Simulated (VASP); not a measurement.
Write the native input for VASP 6.6.1 that does the following.

```yaml
Task: single point
Functional: PBE
Potentials_or_basis: VASP PAW PBE potentials, release 64 (Te)
Cutoff: 520 eV
k_mesh: 9 × 9 × 6
Occupations: fermi-dirac, width 0.08 eV
Spin: no spin polarisation
Dipole_correction: no
Further_INCAR_settings: ALGO = Normal; EDIFF = 1e-07; NBANDS = 16
```

The structure of Te lies in POSCAR:

```
Te
1.0
    4.4579994587      0.0000000000      0.0000000000
   -2.2289997294      3.8607407813      0.0000000000
    0.0000000000      0.0000000000      5.8065000000
Te
3
Direct
    0.7450000000      0.0000000000      0.3333333333
    0.0000000000      0.7450000000      0.6666666667
    0.2550000000      0.2550000000      0.0000000000
```

This cell differs from its parent crystal: zz strain of -2 %.

The input as run:

INCAR

```
SYSTEM = Te
PREC = Accurate
ENCUT = 520
EDIFF = 1E-7
ISMEAR = -1
SIGMA = 0.08
LREAL = .False.
LASPH = .True.
NELM = 80
ALGO = Normal
ISIF = 2
LWAVE = .False.
LCHARG = .False.
GGA = PE
NBANDS = 16
```

KPOINTS

```
regular mesh
0
Gamma
  9 9 6
  0 0 0
```

Potentials or basis: VASP PAW PBE potentials, release 64 (Te).

Launch:

```sh
$ cat potpaw_PBE.64/Te/POTCAR > POTCAR
$ mpirun -np 1 vasp_std > vasp.out
```

Results of the run:

```
Pressure               : 4.8 GPa
Largest force          : 0.838 eV/Å
Band gap on the k mesh : 0.26 eV, direct
```

Caveat: the cell differs from its parent crystal (zz strain of -2 %); spin-orbit coupling is left out, which moves the levels of the heavy elements.

Run time: 37 s on 1 thread of Intel(R) Xeon(R) Platinum 8559C (Emerald Rapids), on a shared host, peak memory 0.27 GiB.
